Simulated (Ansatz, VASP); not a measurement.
# Ge5Pt in VASP and in Ansatz

Contents of INCAR:

```
  ALGO = Normal
  EDIFF = 1E-6
  EDIFFG = -0.08
  ENCUT = 600
  GGA = PE
  IBRION = 2
  ISIF = 3
  ISMEAR = 0
  LASPH = True
  LCHARG = False
  LREAL = False
  LWAVE = False
  NELM = 80
  NSW = 36
  PREC = Accurate
  SIGMA = 0.2
```

File KPOINTS:

```
k-points
0
Gamma
  4 4 3
```

Contents of POSCAR:

```
Ge5Pt
1.0
    4.2350000000      0.0000000000      0.0000000000
    0.0000000000      4.2350000000      0.0000000000
    0.0000000000      0.0000000000      5.9900000000
Ge Pt
5 1
Direct
    0.5000000000      0.5000000000      0.5000000000
    0.0000000000      0.5000000000      0.2600000000
    0.0000000000      0.5000000000      0.7400000000
    0.5000000000      0.0000000000      0.7400000000
    0.5000000000      0.0000000000      0.2600000000
    0.0000000000      0.0000000000      0.0000000000
```

Input for Ansatz:

```yaml
crystal:
  lattice:
    - [4.235, 0.0, 0.0]
    - [0.0, 4.235, 0.0]
    - [0.0, 0.0, 5.99]
  atoms:
    - { symbol: Ge, position: [0.5, 0.5, 0.5] }
    - { symbol: Ge, position: [0.0, 0.5, 0.26] }
    - { symbol: Ge, position: [0.0, 0.5, 0.74] }
    - { symbol: Ge, position: [0.5, 0.0, 0.74] }
    - { symbol: Ge, position: [0.5, 0.0, 0.26] }
    - { symbol: Pt, position: [0.0, 0.0, 0.0] }
basis:
  ecutwfc: 420
kpoints:
  mp_grid: { grid: [4, 4, 3] }
hamiltonian:
  xc: pbe
scf:
  occupations: { method: gaussian, width: 0.2 }
  lower_state_search: "off"
output:
  forces: true
  stress: true
  eigenvalues: true
relax:
  adjacent_minimum: "off"
  f_tol: 0.08
  max_steps: 16
  cell: { stress_tol: 0.8 }
```

Alike in both runs: task relaxation of cell and atoms; functional PBE; k mesh 4 × 4 × 3; occupations gaussian, width 0.2 eV; no spin polarisation.

```csv
,VASP,Ansatz
version,VASP 6.6.1,Ansatz 0.2.0
potentials or method,"VASP PAW PBE potentials, release 64 (Ge_d, Pt), cutoff 600 eV","scalar-relativistic, plane waves, PAW"
valence electrons in the cell,80,88
```

```tsv
	VASP	Ansatz	Ansatz less VASP
gap on the k mesh at the Fermi level, each at its own relaxed structure (eV)	none	none	-
relaxed volume (Å³/atom)	20.47	20.45	-0.018
relaxed length of the cell vector where the two differ most in proportion (Å)	6.742	6.677	-0.0656
```

A gap of «none» marks a metal or a gap that the smearing closes. VASP's potentials hold 80 valence electrons a cell and Ansatz's 88, so a difference there can come from the potentials and not from the codes.

The k mesh is coarse, so the values compare programs but aren't converged. Neither program's run includes spin-orbit coupling.
